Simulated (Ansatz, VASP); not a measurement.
Two plane-wave programs on VSi2

The input INCAR:

```
PREC = Accurate ; ENCUT = 520
EDIFF = 1E-7 ; ISMEAR = 0
SIGMA = 0.05 ; LREAL = False
LASPH = True ; NELM = 60
ALGO = Normal ; ISIF = 2
LWAVE = False ; LCHARG = True
GGA = PE ; LELF = True
LVHAR = True ; NBANDS = 42
```

The input KPOINTS:

```
regular mesh
0
Gamma
  9 9 6
```

POSCAR

```
VSi2
1.0
    4.5347995798      0.0000000000      0.0000000000
   -2.2673997899      3.9272516372      0.0000000000
    0.0000000000      0.0000000000      6.3189006300
V Si
3 6
Direct
    0.0000000000      0.5000000000      0.1666666700
    0.5000000000      0.5000000000      0.8333333300
    0.5000000000      0.0000000000      0.5000000000
    0.8375067800      0.6750135500      0.5000000000
    0.1624932300      0.8375067800      0.8333333300
    0.6750135500      0.8375067800      0.1666666700
    0.1624932200      0.3249864500      0.5000000000
    0.8375067800      0.1624932200      0.8333333300
    0.3249864500      0.1624932300      0.1666666700
```

Input for Ansatz:

```yaml
crystal:
  lattice:
    - [4.5347995798, 0.0, 0.0]
    - [-2.2673997899, 3.9272516372, 0.0]
    - [0.0, 0.0, 6.31890063]
  atoms:
    - { symbol: V, position: [0.0, 0.5, 0.16666667] }
    - { symbol: V, position: [0.5, 0.5, 0.83333333] }
    - { symbol: V, position: [0.5, 0.0, 0.5] }
    - { symbol: Si, position: [0.83750678, 0.67501355, 0.5] }
    - { symbol: Si, position: [0.16249323, 0.83750678, 0.83333333] }
    - { symbol: Si, position: [0.67501355, 0.83750678, 0.16666667] }
    - { symbol: Si, position: [0.16249322, 0.32498645, 0.5] }
    - { symbol: Si, position: [0.83750678, 0.16249322, 0.83333333] }
    - { symbol: Si, position: [0.32498645, 0.16249323, 0.16666667] }
basis:
  ecutwfc: 420
  fft_grid_basis: typed
kpoints:
  mp_grid: { grid: [9, 9, 6] }
hamiltonian:
  xc: pbe
scf:
  occupations: { method: gaussian, width: 0.05 }
output:
  forces: true
  stress: true
  eigenvalues: true
  bader: true
  write_density: true
  volumetric_format: npy
  elf: true
```

Alike in both runs: task single point; functional PBE; k mesh 9 × 9 × 6; occupations gaussian, width 0.05 eV; no spin polarisation.

|  | VASP | Ansatz |
| --- | --- | --- |
| version | VASP 6.6.1 | Ansatz 0.2.0 |
| potentials or method | VASP PAW PBE potentials, release 64 (V_sv, Si), cutoff 520 eV | scalar-relativistic, plane waves, PAW |
| valence electrons in the cell | 63 | 63 |

VASP gave:

| Property | Result |
| --- | --- |
| gap on the k mesh at the Fermi level (eV) | none |
| pressure (GPa) | 3.9 |
| traceless stress, the component that is largest in VASP (GPa) | 0.55 |
| rms of the force components (eV/Å) | 0.017 |

Task: Estimate Ansatz's values.

Result: gap on the k mesh at the Fermi level (eV): none; pressure (GPa): 3.9; traceless stress, the component that is largest in VASP (GPa): 0.55; rms of the force components (eV/Å): 0.018.

Atom by atom the forces differ by 0.001 eV/Å (rms over components). A gap of «none» marks a metal or a gap that the smearing closes.
